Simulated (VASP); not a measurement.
# CaF2 (Fluorite) (Fm-3m) in VASP: single point with PBE

Aim: the single point of CaF2 (Fluorite) with PBE.

Program: VASP 6.6.1. These are calculated values, not measurements. Logs are shortened: lines on timing, memory, paths and dates and some standing lists are left out, and cuts for length are marked.

## (1) The cell of the first run

The structure is cubic, space group Fm-3m (No. 225). Conventional cell: a = 5.462 Å, b = 5.462 Å, c = 5.462 Å, α = 90.00°, β = 90.00°, γ = 90.00°. Ca (site symmetry m-3m) has 8 F at 2.37 Å within 3.1 Å. F (site symmetry -43m) has 4 Ca at 2.37 Å and 6 F at 2.73 Å within 3.1 Å.

## (2) Single point, PBE

INCAR

```
  PREC = Accurate
  ENCUT = 600
  EDIFF = 1E-6
  ISMEAR = 0
  SIGMA = 0.01
  LREAL = F
  LASPH = T
  NELM = 120
  ALGO = Normal
  ISIF = 2
  LWAVE = F
  LCHARG = F
  GGA = PE
  NBANDS = 19
  GGA_COMPAT = F
```

KPOINTS

```
Automatic mesh
0
Gamma
  4 4 4
```

POSCAR

```
CaF2
1.0
    0.0000000000      2.7310000000      2.7310000000
    2.7310000000      0.0000000000      2.7310000000
    2.7310000000      2.7310000000      0.0000000000
Ca F
1 2
Direct
    0.0000000000      0.0000000000      0.0000000000
    0.7500000000      0.7500000000      0.7500000000
    0.2500000000      0.2500000000      0.2500000000
```

Potentials or basis: VASP PAW PBE potentials, release 64 (Ca_sv, F).

Command:

```
cat potpaw_PBE.64/Ca_sv/POTCAR potpaw_PBE.64/F/POTCAR > POTCAR
mpirun -np 1 vasp_std > vasp.out
```

OUTCAR:

```text
PREC = Accurate
   ENCUT = 600
   EDIFF = 1E-6
   ISMEAR = 0
   LREAL = F
   LASPH = T
   NELM = 120
   ISIF = 2
   GGA = PE

 ion  position               nearest neighbor table
   1  0.000  0.000  0.000-   2 2.37   2 2.37   2 2.37   2 2.37   3 2.37   3 2.37   3 2.37   3 2.37

   2  0.750  0.750  0.750-   1 2.37   1 2.37   1 2.37   1 2.37
   3  0.250  0.250  0.250-   1 2.37   1 2.37   1 2.37   1 2.37

  LATTYP: Found a face centered cubic cell.
 ALAT       =     5.4620000000

  Lattice vectors:

 A1 = (   0.0000000000,   2.7310000000,   2.7310000000)
 A2 = (   2.7310000000,   0.0000000000,   2.7310000000)
 A3 = (   2.7310000000,   2.7310000000,   0.0000000000)

Analysis of symmetry for initial positions (statically):
=====================================================================
 Subroutine PRICEL returns:
 Original cell was already a primitive cell.

 Routine SETGRP: Setting up the symmetry group for a
 face centered cubic supercell.

 Subroutine GETGRP returns: Found 48 space group operations
 (whereof 48 operations were pure point group operations)
 out of a pool of 48 trial point group operations.

The static configuration has the point symmetry O_h .

Analysis of symmetry for dynamics (positions and initial velocities):
=====================================================================
 Subroutine PRICEL returns:
 Original cell was already a primitive cell.

 Routine SETGRP: Setting up the symmetry group for a
 face centered cubic supercell.

 Subroutine GETGRP returns: Found 48 space group operations
 (whereof 48 operations were pure point group operations)
 out of a pool of 48 trial point group operations.

The dynamic configuration has the point symmetry O_h .

 Subroutine INISYM returns: Found 48 space group operations
 (whereof 48 operations are pure point group operations),
 and found     1 'primitive' translations

----------------------------------------------------------------------------------------

                                     Primitive cell

  volume of cell :      40.7376

  direct lattice vectors                    reciprocal lattice vectors
     0.000000000  2.731000000  2.731000000    -0.183083120  0.183083120  0.183083120
     2.731000000  0.000000000  2.731000000     0.183083120 -0.183083120  0.183083120
     2.731000000  2.731000000  0.000000000     0.183083120  0.183083120 -0.183083120

  length of vectors
     3.862217239  3.862217239  3.862217239     0.317109265  0.317109265  0.317109265

  position of ions in fractional coordinates (direct lattice)
     0.000000000  0.000000000  0.000000000
     0.750000000  0.750000000  0.750000000
     0.250000000  0.250000000  0.250000000

  ion indices of the primitive-cell ions
   primitive index   ion index
                 1           1
                 2           2
                 3           3

----------------------------------------------------------------------------------------

 KPOINTS: Automatic mesh

Automatic generation of k-mesh.
 Grid dimensions read from file:
 generate k-points for:    4    4    4

 Generating k-lattice:

  Cartesian coordinates                     Fractional coordinates (reciprocal lattice)
    -0.045770780  0.045770780  0.045770780     0.250000000  0.000000000  0.000000000
     0.045770780 -0.045770780  0.045770780     0.000000000  0.250000000  0.000000000
     0.045770780  0.045770780 -0.045770780     0.000000000  0.000000000  0.250000000

  Length of vectors
     0.079277316  0.079277316  0.079277316

  Shift w.r.t. Gamma in fractional coordinates (k-lattice)
     0.000000000  0.000000000  0.000000000

 Subroutine IBZKPT returns following result:
 ===========================================

 Found      8 irreducible k-points:

 Following reciprocal coordinates:
            Coordinates               Weight
  0.000000  0.000000  0.000000      1.000000
  0.250000  0.000000  0.000000      8.000000
  0.500000  0.000000  0.000000      4.000000
  0.250000  0.250000  0.000000      6.000000
  0.500000  0.250000  0.000000     24.000000
 -0.250000  0.250000  0.000000     12.000000
  0.500000  0.500000  0.000000      3.000000
 -0.250000  0.500000  0.250000      6.000000
   k-points           NKPTS =      8   k-points in BZ     NKDIM =      8   number of bands    NBANDS=     19
   number of dos      NEDOS =    301   number of ions     NIONS =      3
   total plane-waves  NPLWV =  32768
   dimension x,y,z NGX =    32 NGY =   32 NGZ =   32
   dimension x,y,z NGXF=    64 NGYF=   64 NGZF=   64
   ions per type =               1   2
   NGX,Y,Z   is equivalent  to a cutoff of  13.77, 13.77, 13.77 a.u.
   NGXF,Y,Z  is equivalent  to a cutoff of  27.55, 27.55, 27.55 a.u.
 SYSTEM =  unknown system
   PREC   = accura    normal or accurate (medium, high low for compatibility)
   ISTART =      0    job   : 0-new  1-cont  2-samecut
   ICHARG =      2    charge: 1-file 2-atom 10-const
   ISPIN  =      1    spin polarized calculation?
   LNONCOLLINEAR =      F non collinear calculations
   LSORBIT =      F    spin-orbit coupling
   LASPH  =      T    aspherical Exc in radial PAW
   ENCUT  =  600.0 eV  44.10 Ry    6.64 a.u.   7.71  7.71  7.71*2*pi/ulx,y,z
   NELM   =    120;   NELMIN=  2; NELMDL= -5     # of ELM steps
   EDIFF  = 0.1E-05   stopping-criterion for ELM
   LREAL  =      F    real-space projection
   EDIFFG = 0.1E-04   stopping-criterion for IOM
   NSW    =      0    number of steps for IOM
   IBRION =     -1    ionic relax: 0-MD 1-quasi-New 2-CG
   NFREE  =      0    steps in history (QN), initial steepest desc. (CG)
   ISIF   =      2    stress and relaxation
   ISYM   =      2    0-nonsym 1-usesym 2-fastsym
   POTIM  = 0.5000    time-step for ionic-motion
   TEBEG  =    0.0;   TEEND  =   0.0 temperature during run
   PSTRESS=    0.0 pullay stress
   NELECT =      24.0000    total number of electrons
   NUPDOWN=      -1.0000    fix difference up-down
   EMIN   =  10.00;   EMAX   =-10.00  energy-range for DOS
   EFERMI =   0.00;   METHOD = LEGACY
   ISMEAR =     0;   SIGMA  =   0.01  broadening in eV -4-tet -1-fermi 0-gaus
   EFERMI_NEDOS =   21; number of points for ismear=-14 and -15
   IALGO  =     38    algorithm
   IMIX   =      4    mixing-type and parameters
     AMIX     =   0.40;   BMIX     =  1.00
     AMIX_MAG =   1.60;   BMIX_MAG =  1.00
  volume/ion in A,a.u.               =      13.58        91.64
  Fermi-wavevector in a.u.,A,eV,Ry     =   1.372398  2.593457 25.626266  1.883477
  Thomas-Fermi vector in A             =   2.498009
   LORBIT       =      0    0 simple, 1 ext, 2 COOP (PROOUT), +10 PAW based schemes
   GGA     = PE    functional components
   LHFCALC =     F    Hartree Fock is set to
   AEXX    =    0.0000 exact exchange contribution
   IVDW    =     0    specifies the selected vdW correction
   LEPSILON=     F    determine dielectric tensor
   LRPA    =     F    only Hartree local field effects (RPA)
 non-spin polarized calculation
 Gauss-broadening in eV      SIGMA  =   0.01
  energy-cutoff  :      600.00
  volume of cell :       40.74
 maximum number of plane-waves:      1380
 NGX is ok and might be reduce to    32
   NGX = 15   NGY = 15   NGZ = 15

 number of electron      23.9999989 magnetization

 Free energy of the ion-electron system (eV)
  ---------------------------------------------------
  ext. energy  EPLUGINS =         0.00000000
  ---------------------------------------------------
  free energy    TOTEN  =       -17.33343656 eV

  energy without entropy =      -17.33343656  energy(sigma->0) =      -17.33343656

 E-fermi :  -0.8940     XC(G=0):  -9.6313

 val. band max:       -0.9717999189   @ k =   0.5000   0.5000   0.0000
 cond. band min:       6.3084973558   @ k =   0.0000   0.0000   0.0000
 fundamental gap:      7.2802972747
 Fermi energy:        -0.8939797191

 k-point     1 :       0.0000    0.0000    0.0000
  band No.  band energies     occupation
      1     -36.9954      2.00000
      2     -20.9065      2.00000
      3     -20.1349      2.00000
      4     -17.9347      2.00000
      5     -17.9347      2.00000
      6     -17.9347      2.00000
[... 11 lines left out ...]
     18      10.2559      0.00000
     19      15.9781      0.00000

 k-point     2 :       0.2500    0.0000    0.0000
  band No.  band energies     occupation
      1     -36.9787      2.00000
      2     -21.0122      2.00000
      3     -20.3014      2.00000
      4     -17.9557      2.00000
      5     -17.9557      2.00000
      6     -17.6942      2.00000
[... 11 lines left out ...]
     18      10.1200      0.00000
     19      13.9813      0.00000

 k-point     3 :       0.5000    0.0000    0.0000
  band No.  band energies     occupation
      1     -36.9620      2.00000
      2     -21.0284      2.00000
      3     -20.5596      2.00000
      4     -17.9764      2.00000
      5     -17.9764      2.00000
      6     -17.4418      2.00000
[... 11 lines left out ...]
     18       9.9848      0.00000
     19      12.7438      0.00000

 k-point     4 :       0.2500    0.2500    0.0000
  band No.  band energies     occupation
      1     -36.9732      2.00000
      2     -21.0851      2.00000
      3     -20.2893      2.00000
      4     -17.9869      2.00000
      5     -17.9869      2.00000
      6     -17.5933      2.00000
[... 11 lines left out ...]
     18      10.0519      0.00000
     19      15.4010      0.00000

 k-point     5 :       0.5000    0.2500    0.0000
  band No.  band energies     occupation
      1     -36.9565      2.00000
      2     -21.0575      2.00000
      3     -20.6144      2.00000
      4     -18.0077      2.00000
      5     -17.8498      2.00000
      6     -17.4711      2.00000
[... 11 lines left out ...]
     18      11.3906      0.00000
     19      13.6845      0.00000

 k-point     6 :      -0.2500    0.2500    0.0000
  band No.  band energies     occupation
      1     -36.9620      2.00000
      2     -20.9923      2.00000
      3     -20.6156      2.00000
      4     -17.9767      2.00000
      5     -17.7662      2.00000
      6     -17.6311      2.00000
[... 11 lines left out ...]
     18      10.8822      0.00000
     19      14.0421      0.00000

 k-point     7 :       0.5000    0.5000    0.0000
  band No.  band energies     occupation
      1     -36.9510      2.00000
      2     -21.2356      2.00000
      3     -20.4371      2.00000
      4     -18.0387      2.00000
      5     -18.0387      2.00000
      6     -17.2680      2.00000
[... 11 lines left out ...]
     18      12.3209      0.00000
     19      13.8431      0.00000

 k-point     8 :      -0.2500    0.5000    0.2500
  band No.  band energies     occupation
      1     -36.9509      2.00000
      2     -20.8880      2.00000
      3     -20.8880      2.00000
      4     -18.0411      2.00000
      5     -17.6001      2.00000
      6     -17.6001      2.00000
[... 11 lines left out ...]
     18      13.4617      0.00000
     19      14.6761      0.00000

------------------------ aborting loop because EDIFF is reached ----------------------------------------

  FORCE on cell =-STRESS in cart. coord.  units (eV):
  Direction    XX          YY          ZZ          XY          YZ          ZX
  --------------------------------------------------------------------------------------
  -------------------------------------------------------------------------------------
  Total        0.6204435      0.6204435      0.6204435     -0.0000000      0.0000000      0.0000000
  in kB       24.4015691     24.4015691     24.4015691     -0.0000000      0.0000000      0.0000000
  external PRESSURE =      24.4015691 kB  Pullay stress =       0.0000000 kB

 VOLUME and BASIS-vectors are now :
 -----------------------------------------------------------------------------
  energy-cutoff  :      600.00
  volume of cell :       40.74
      direct lattice vectors                 reciprocal lattice vectors
     0.000000000  2.731000000  2.731000000    -0.183083120  0.183083120  0.183083120
     2.731000000  0.000000000  2.731000000     0.183083120 -0.183083120  0.183083120
     2.731000000  2.731000000  0.000000000     0.183083120  0.183083120 -0.183083120

 POSITION                                       TOTAL-FORCE (eV/Angst)
 -----------------------------------------------------------------------------------
      0.00000      0.00000      0.00000        -0.000000     -0.000000     -0.000000
      4.09650      4.09650      4.09650         0.000000      0.000000      0.000000
      1.36550      1.36550      1.36550        -0.000000     -0.000000     -0.000000
 -----------------------------------------------------------------------------------
    total drift:                                0.000000     -0.000000      0.000000

  FREE ENERGIE OF THE ION-ELECTRON SYSTEM (eV)
  ---------------------------------------------------
  free  energy   TOTEN  =       -17.3334365599 eV

  energy  without entropy=      -17.3334365599  energy(sigma->0) =      -17.33343656
```

It used 9.9 s of CPU time on 1 thread of AMD EPYC 7R13 Processor (Zen 3) (shared host).

Results:

```
Free energy            : -17.3334 eV
Pressure               : 2.4 GPa
Band gap on the k mesh : 7.28 eV, indirect (least direct gap 7.54 eV)
```

Caveat: the k points lie up to 0.50 Å⁻¹ apart. A k mesh can miss the band edges.
